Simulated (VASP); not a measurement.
Here is a VASP 6.6.1 calculation.

File INCAR:

```
SYSTEM = AgI
PREC = Accurate
ENCUT = 500
EDIFF = 1E-6
ISMEAR = 0
SIGMA = 0.01
LREAL = .False.
LASPH = .True.
NELM = 120
ALGO = Normal
ISIF = 2
LWAVE = .False.
LCHARG = .False.
GGA = PS
NBANDS = 26
GGA_COMPAT = .False.
```

The input KPOINTS:

```
regular mesh
0
Gamma
  4 4 4
  0 0 0
```

The input POSCAR:

```
AgI
1.0
    4.6508717364      0.0000000000      0.0000000000
   -2.3254358682      4.0277730735      0.0000000000
    0.0000000000      0.0000000000      7.5992966317
Ag I
2 2
Direct
    0.3333333333      0.6666666667      0.0000048555
    0.6666666667      0.3333333333      0.5000048555
    0.3333333333      0.6666666667      0.3749951445
    0.6666666667      0.3333333333      0.8749951445
```

Potentials or basis: VASP PAW PBE potentials, release 64 (Ag, I).

The run is started by

```console
$ cat potpaw_PBE.64/Ag/POTCAR potpaw_PBE.64/I/POTCAR > POTCAR
$ mpirun -np 1 vasp_std > vasp.out
```

Problem. Estimate the band gap on the k mesh.

Solution. 1.23 eV.

Problem. Predict the largest force.

Solution. 0.005 eV/Å.

Problem. Estimate the pressure.

Solution. -1.7 GPa.

Forces on the atoms (eV/Å):
```
Ag   0.000  0.000  0.005
Ag   0.000  0.000  0.005
I    0.000  0.000 -0.005
I    0.000  0.000 -0.005
```

Caveat: the PAW data sets were made with another functional, which shifts forces and pressure a little; spin-orbit coupling is left out, which moves the levels of the heavy elements.
